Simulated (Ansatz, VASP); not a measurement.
## One calculation of Sb, two programs

```
Sb
1.0
     3.16000    0.00000    0.00000
     0.00000    3.16000    0.00000
     0.00000    0.00000   24.48000
Sb
4
Cartesian
  0.0000 0.0000 7.5000
  0.0000 0.0000 10.6600
  0.0000 0.0000 13.8200
  0.0000 0.0000 16.9800
```

Alike in both runs: task single point; functional PBE; k mesh 8 × 8 × 1; occupations fermi-dirac, width 0.05 eV; no spin polarisation.

```csv
,VASP,Ansatz
version,VASP 6.6.1,Ansatz 0.2.0
potentials or method,"VASP PAW PBE potentials, release 64 (Sb)",Ansatz PAW
plane-wave cutoff (eV),520,420
valence electrons in the cell,20,60
```

```csv
,VASP,Ansatz,Ansatz less VASP
gap on the k mesh at the Fermi level (eV),none,none,-
rms of the force components (eV/Å),0.295,0.295,+0.0007
"work function, face that differs most (eV)",4.38,4.38,-0.001
```

Atom by atom the forces differ by 0.001 eV/Å (rms over components). A gap of «none» marks a metal or a gap that the smearing closes. VASP's potentials hold 20 valence electrons a cell and Ansatz's 60, so a difference there can come from the potentials and not from the codes.

Neither program's run includes spin-orbit coupling.
